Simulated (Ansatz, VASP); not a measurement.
## SiO2 in VASP and in Ansatz

```
CELL_PARAMETERS angstrom
5.03555 0.00000 0.00000
-2.51777 4.36091 0.00000
0.00000 0.00000 8.56524
ATOMIC_POSITIONS crystal
Si 0.66667 0.33333 0.93704
Si 0.66667 0.33333 0.56296
Si 0.33333 0.66667 0.06296
Si 0.33333 0.66667 0.43704
O 0.00000 0.41318 0.00000
O 0.41318 0.41318 0.50000
O 0.58682 0.00000 0.50000
O 0.58682 0.58682 0.00000
O 0.00000 0.58682 0.50000
O 0.66667 0.33333 0.75000
O 0.33333 0.66667 0.25000
O 0.41318 0.00000 0.00000
```

Alike in both runs: task single point; functional r2SCAN; k mesh 6 × 6 × 4; no spin polarisation.

|  | VASP | Ansatz |
| --- | --- | --- |
| version | VASP 6.6.1 | Ansatz 0.2.0 |
| potentials or method | VASP PAW PBE potentials, release 64 (Si, O) | plane waves, PAW |
| plane-wave cutoff (eV) | 520 | 500 |
| occupations | gaussian, width 0.01 eV | fixed |
| valence electrons in the cell | 64 | 64 |

|  | VASP | Ansatz | Ansatz less VASP |
| --- | --- | --- | --- |
| gap on the k mesh at the Fermi level (eV) | 6.18 | 6.18 | +0.004 |
| pressure (GPa) | 0.1 | 0.0 | -0.15 |
| rms of the force components (eV/Å) | 0.004 | 0.002 | -0.0025 |

VASP's potentials were made for PBE, not for r2SCAN. Atom by atom the forces differ by 0.006 eV/Å (rms over components).
